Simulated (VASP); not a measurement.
Runs of VASP 6.6.1 on Pt. The structure is that of space group I4/mmm (No. 139), or close to it. The cells are those of the table. 

```tsv
cell	further INCAR settings	gap on the mesh (eV)	pressure (GPa)
a = 2.697, b = 2.697, c = 3.008 Å, angles 56.1, 56.1, 67.8°, 1 atom	ALGO = Fast; EDIFF = 1e-06; NBANDS = 11	none	13.6
a = 3.021, b = 3.021, c = 2.467 Å, angles 65.9, 65.9, 48.2°, 1 atom	ALGO = Fast; EDIFF = 1e-07; NBANDS = 11	none	35.0
a = 2.942, b = 2.942, c = 2.537 Å, angles 64.5, 64.5, 51.1°, 1 atom	ALGO = Fast; EDIFF = 1e-07; NBANDS = 11	none	(c)
a = 2.878, b = 2.878, c = 2.606 Å, angles 63.1, 63.1, 53.8°, 1 atom	ALGO = Fast; EDIFF = 1e-07; NBANDS = 11	none	16.4
a = 2.713, b = 2.713, c = 2.923 Å, angles 57.4, 57.4, 65.2°, 1 atom	ALGO = Fast; EDIFF = 1e-06; NBANDS = 11	none	12.6
a = 3.083, b = 3.083, c = 2.419 Å, angles 66.9, 66.9, 46.2°, 1 atom	ALGO = Fast; EDIFF = 1e-06; NBANDS = 11	none	(b)
a = 2.820, b = 2.820, c = 2.682 Å, angles 61.6, 61.6, 56.8°, 1 atom	ALGO = Fast; EDIFF = 1e-07; NBANDS = 11	none	12.3
a = 2.696, b = 2.696, c = 3.196 Å, angles 53.6, 53.6, 72.7°, 1 atom	ALGO = Fast; EDIFF = 1e-06; NBANDS = 11	none	13.8
a = 2.735, b = 2.735, c = 2.847 Å, angles 58.6, 58.6, 62.7°, 1 atom	ALGO = Fast; EDIFF = 1e-06; NBANDS = 11	none	(a)
```

Alike in all rows: task single point; level PBE; potentials or basis VASP PAW PBE potentials, release 64 (Pt); no spin polarisation; k mesh 24 × 24 × 24; cutoff (eV) 520; smearing gaussian 0.15 eV.

**Question.** Estimate the missing entries.

**Answer.** (a) 11.6; (b) 46.0; (c) 23.4.

Caveats: the cell stands under pressure; spin-orbit coupling is left out, which moves the levels of the heavy elements.

A k mesh can miss the band edges, and the runs leave out spin-orbit coupling on Pt.

A gap of «none» marks levels without a gap at the run's occupations.
